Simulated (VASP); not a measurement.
# V in VASP: a series of runs, part 2 of 2

VASP 6.6.1. Earlier steps stand in the parts before.

## Step 3: Single point, LDA (volume scaled by 1.08)

The input, INCAR:

```
SYSTEM = V
PREC     = Accurate       ! precision mode
ENCUT    = 520            ! plane-wave cutoff, eV
EDIFF    = 1E-7           ! SCF threshold, eV
ISMEAR   = -1             ! smearing method
SIGMA    = 0.1            ! smearing width, eV
LREAL    = .False.        ! projectors in reciprocal space
LASPH    = .True.         ! aspherical terms in the spheres
NELM     = 80             ! most SCF steps
ALGO     = Normal         ! electronic algorithm
ISIF     = 2              ! what is computed and relaxed
LWAVE    = .False.        ! write WAVECAR
LCHARG   = .True.         ! write CHGCAR
GGA      = CA             ! functional
LELF     = .True.         ! ELF
LVHAR    = .True.       
NBANDS   = 20             ! bands
```

The input, KPOINTS:

```
Automatic mesh
0
Gamma
  17 17 14
  0 0 0
```

The input, POSCAR:

```
V
1.0
   -3.1846917565      3.1846675588      1.2043931001
    3.1846675588     -3.1846917565      1.2043931001
    1.7877287552      1.7877287552     -1.2044374182
V
2
Direct
    0.0000074908      0.9999925092      1.0000000000
    0.7499925092      0.2500074908      0.5000000000
```

Potentials or basis: VASP PAW LDA potentials, release 64 (V_sv).

Run with:

```console
$ cat potpaw_LDA.64/V_sv/POTCAR > POTCAR
$ mpirun -np 1 vasp_std > vasp.out
```

OUTCAR:

```text
SYSTEM = V
   PREC = Accurate
   ENCUT = 520
   EDIFF = 1E-7
   ISMEAR = -1
   LREAL = .False.
   LASPH = .True.
   NELM = 80
   ISIF = 2
   GGA = CA

 ion  position               nearest neighbor table
   1  0.000  1.000  0.000-   2 2.65   2 2.65   2 2.65   2 2.65
   2  0.750  0.250  0.500-   1 2.65   1 2.65   1 2.65   1 2.65

  Warning from LATTYP: Got some problem with cell dimensions!
  Tried to take original basis but could not verify dimensions!
  LATTYP: Found a base centered monoclinic cell.
 ALAT       =     2.4087862004
 B/A-ratio  =     3.7394910041
 C/A-ratio  =     1.1625765675
 COS(beta)  =    -0.4300505485

  Lattice vectors:

 A1 = (   3.1846917565,  -3.1846675588,  -1.2043931001)
 A2 = (  -3.1846675588,   3.1846917565,  -1.2043931001)
 A3 = (   1.7877045575,   1.7877045575,   1.2043487820)

Analysis of symmetry for initial positions (statically):
=====================================================================
 Subroutine PRICEL returns:
 Original cell was already a primitive cell.

 Routine SETGRP: Setting up the symmetry group for a
 base centered monoclinic supercell.

 Subroutine GETGRP returns: Found  4 space group operations
 (whereof  2 operations were pure point group operations)
 out of a pool of  4 trial point group operations.

The static configuration has the point symmetry C_2 .
 The point group associated with its full space group is C_2h.

Analysis of symmetry for dynamics (positions and initial velocities):
=====================================================================
 Subroutine PRICEL returns:
 Original cell was already a primitive cell.

 Routine SETGRP: Setting up the symmetry group for a
 base centered monoclinic supercell.

 Subroutine GETGRP returns: Found  4 space group operations
 (whereof  2 operations were pure point group operations)
 out of a pool of  4 trial point group operations.

The dynamic configuration has the point symmetry C_2 .
 The point group associated with its full space group is C_2h.

 Subroutine INISYM returns: Found  4 space group operations
 (whereof  2 operations are pure point group operations),
 and found     1 'primitive' translations

----------------------------------------------------------------------------------------

                                     Primitive cell

  volume of cell :      27.4279

  direct lattice vectors                    reciprocal lattice vectors
    -3.184691756  3.184667559  1.204393100     0.061347505  0.218349167  0.415149658
     3.184667559 -3.184691756  1.204393100     0.218349167  0.061347505  0.415149658
     1.787728755  1.787728755 -1.204437418     0.279686380  0.279686380  0.000005619

  length of vectors
     4.662073764  4.662073764  2.800467407     0.473063541  0.473063541  0.395536272

  position of ions in fractional coordinates (direct lattice)
     0.000007491  0.999992509  0.000000000
     0.749992509  0.250007491  0.500000000

  ion indices of the primitive-cell ions
   primitive index   ion index
                 1           1
                 2           2

----------------------------------------------------------------------------------------

 KPOINTS: Automatic mesh

Automatic generation of k-mesh.
 Grid dimensions read from file:
 generate k-points for:   17   17   14

 Generating k-lattice:

  Cartesian coordinates                     Fractional coordinates (reciprocal lattice)
     0.003608677  0.012844069  0.024420568     0.058823529  0.000000000  0.000000000
     0.012844069  0.003608677  0.024420568     0.000000000  0.058823529  0.000000000
     0.019977599  0.019977599  0.000000401    -0.000000000 -0.000000000  0.071428571

  Length of vectors
     0.027827267  0.027827267  0.028252591

  Shift w.r.t. Gamma in fractional coordinates (k-lattice)
     0.000000000  0.000000000  0.000000000

 Subroutine IBZKPT returns following result:
 ===========================================

 Found   1080 irreducible k-points:

 Following reciprocal coordinates:
            Coordinates               Weight
  0.000000  0.000000  0.000000      1.000000
  0.058824 -0.000000 -0.000000      4.000000
  0.117647 -0.000000  0.000000      4.000000
  0.176471 -0.000000 -0.000000      4.000000
  0.235294 -0.000000  0.000000      4.000000
  0.294118 -0.000000 -0.000000      4.000000
[... 16 lines left out ...]
 -0.176471  0.058824  0.000000      4.000000
 -0.117647  0.058824  0.000000      4.000000
 [... further k-points ...]
   k-points           NKPTS =   1080   k-points in BZ     NKDIM =   1080   number of bands    NBANDS=     20
   number of dos      NEDOS =    301   number of ions     NIONS =      2
   total plane-waves  NPLWV =  31104
   dimension x,y,z NGX =    36 NGY =   36 NGZ =   24
   dimension x,y,z NGXF=    72 NGYF=   72 NGZF=   48
   ions per type =               2
   NGX,Y,Z   is equivalent  to a cutoff of  12.84, 12.84, 14.25 a.u.
   NGXF,Y,Z  is equivalent  to a cutoff of  25.67, 25.67, 28.49 a.u.
 SYSTEM =  V
   PREC   = accura    normal or accurate (medium, high low for compatibility)
   ISTART =      0    job   : 0-new  1-cont  2-samecut
   ICHARG =      2    charge: 1-file 2-atom 10-const
   ISPIN  =      1    spin polarized calculation?
   LNONCOLLINEAR =      F non collinear calculations
   LSORBIT =      F    spin-orbit coupling
   LASPH  =      T    aspherical Exc in radial PAW
   ENCUT  =  520.0 eV  38.22 Ry    6.18 a.u.   8.67  8.67  5.21*2*pi/ulx,y,z
   NELM   =     80;   NELMIN=  2; NELMDL= -5     # of ELM steps
   EDIFF  = 0.1E-06   stopping-criterion for ELM
   LREAL  =      F    real-space projection
   EDIFFG = 0.1E-05   stopping-criterion for IOM
   NSW    =      0    number of steps for IOM
   IBRION =     -1    ionic relax: 0-MD 1-quasi-New 2-CG
   NFREE  =      0    steps in history (QN), initial steepest desc. (CG)
   ISIF   =      2    stress and relaxation
   ISYM   =      2    0-nonsym 1-usesym 2-fastsym
   POTIM  = 0.5000    time-step for ionic-motion
   TEBEG  =    0.0;   TEEND  =   0.0 temperature during run
   PSTRESS=    0.0 pullay stress
   NELECT =      26.0000    total number of electrons
   NUPDOWN=      -1.0000    fix difference up-down
   EMIN   =  10.00;   EMAX   =-10.00  energy-range for DOS
   EFERMI =   0.00;   METHOD = LEGACY
   ISMEAR =    -1;   SIGMA  =   0.10  broadening in eV -4-tet -1-fermi 0-gaus
   EFERMI_NEDOS =   21; number of points for ismear=-14 and -15
   IALGO  =     38    algorithm
   IMIX   =      4    mixing-type and parameters
     AMIX     =   0.40;   BMIX     =  1.00
     AMIX_MAG =   1.60;   BMIX_MAG =  1.00
  volume/ion in A,a.u.               =      13.71        92.55
  Fermi-wavevector in a.u.,A,eV,Ry     =   1.608181  3.039022 35.188035  2.586248
  Thomas-Fermi vector in A             =   2.704092
   LORBIT       =      0    0 simple, 1 ext, 2 COOP (PROOUT), +10 PAW based schemes
   GGA     = CA    functional components
   LHFCALC =     F    Hartree Fock is set to
   AEXX    =    0.0000 exact exchange contribution
   IVDW    =     0    specifies the selected vdW correction
   LEPSILON=     F    determine dielectric tensor
   LRPA    =     F    only Hartree local field effects (RPA)
 non-spin polarized calculation
  energy-cutoff  :      520.00
  volume of cell :       27.43
 maximum number of plane-waves:       766
   NGX = 17   NGY = 17   NGZ = 11

 number of electron      25.9999993 magnetization

 Free energy of the ion-electron system (eV)
  ---------------------------------------------------
  ext. energy  EPLUGINS =         0.00000000
  ---------------------------------------------------
  free energy    TOTEN  =       -19.63370087 eV

  energy without entropy =      -19.54369458  energy(sigma->0) =      -19.58869772

 E-fermi :   9.4236     XC(G=0): -13.1091

 val. band max:        9.4236263708   @ k =  -0.1765  -0.2941   0.0714
 cond. band min:       9.4236526593   @ k =   0.4118   0.1765   0.1429
 fundamental gap:      0.0000262886
 Fermi energy:         9.4236314600

 k-point     1 :       0.0000    0.0000    0.0000
  band No.  band energies     occupation
      1     -53.7265      2.00000
      2     -53.5702      2.00000
      3     -28.3389      2.00000
      4     -27.7032      2.00000
      5     -27.5409      2.00000
      6     -27.5358      2.00000
[... 12 lines left out ...]
     19      12.2031      0.00000
     20      12.6501      0.00000
[... 507 lines left out ...]
 k-point    24 :      -0.1176    0.0588    0.0000
  band No.  band energies     occupation
      1     -53.7151      2.00000
      2     -53.5664      2.00000
      3     -28.3138      2.00000
      4     -27.7041      2.00000
      5     -27.5565      2.00000
      6     -27.5422      2.00000
[... 12 lines left out ...]
     19      12.4452      0.00000
     20      12.7655      0.00000

 [... further k-points ...]
[... 5 lines left out ...]
  --------------------------------------------------------------------------------------
  -------------------------------------------------------------------------------------
  Total       -2.2648251     -2.2648251     -2.1863400     -0.0772275      0.0000128      0.0000128
  in kB     -132.2977786   -132.2977786   -127.7131402     -4.5111751      0.0007480      0.0007492
  external PRESSURE =    -130.7695658 kB  Pullay stress =       0.0000000 kB

 VOLUME and BASIS-vectors are now :
 -----------------------------------------------------------------------------
  energy-cutoff  :      520.00
  volume of cell :       27.43
      direct lattice vectors                 reciprocal lattice vectors
    -3.184691756  3.184667559  1.204393100     0.061347505  0.218349167  0.415149658
     3.184667559 -3.184691756  1.204393100     0.218349167  0.061347505  0.415149658
     1.787728755  1.787728755 -1.204437418     0.279686380  0.279686380  0.000005619

 POSITION                                       TOTAL-FORCE (eV/Angst)
 -----------------------------------------------------------------------------------
      3.18462     -3.18464      1.20439         0.000691     -0.000691     -0.000000
     -0.69844      2.48614      0.60217        -0.000691      0.000691      0.000000
 -----------------------------------------------------------------------------------
    total drift:                               -0.000000     -0.000000      0.000000

  FREE ENERGIE OF THE ION-ELECTRON SYSTEM (eV)
  ---------------------------------------------------
  free  energy   TOTEN  =       -19.6337008722 eV

  energy  without entropy=      -19.5436945770  energy(sigma->0) =      -19.58869772
```

It took 3.8 min on 1 thread of Intel Xeon 6975P-C (Granite Rapids), shared host; peak memory 0.55 GiB.

Results:

| Property | Result |
| --- | --- |
| Free energy | -19.6337 eV |
| Pressure | -13.1 GPa |
| Band gap on the k mesh | zero (band 13 reaches 10.38 eV, above the bottom of band 14 at 8.34 eV) |

Levels at points of the mesh, in eV from the Fermi level:
| k point | band 9 | band 10 | band 11 | band 12 | band 13 | band 14 | band 15 | band 16 | band 17 | band 18 |
| --- | --- | --- | --- | --- | --- | --- | --- | --- | --- | --- |
| (0.00, 0.00, 0.00) | -6.61 | -3.23 | -0.89 | -0.86 | 0.59 | 0.60 | 0.67 | 1.96 | 1.96 | 2.76 |
| (0.00, 0.00, 0.50) | -2.54 | -2.54 | -1.52 | -1.52 | -1.08 | -1.08 | 2.72 | 2.72 | 3.46 | 3.46 |
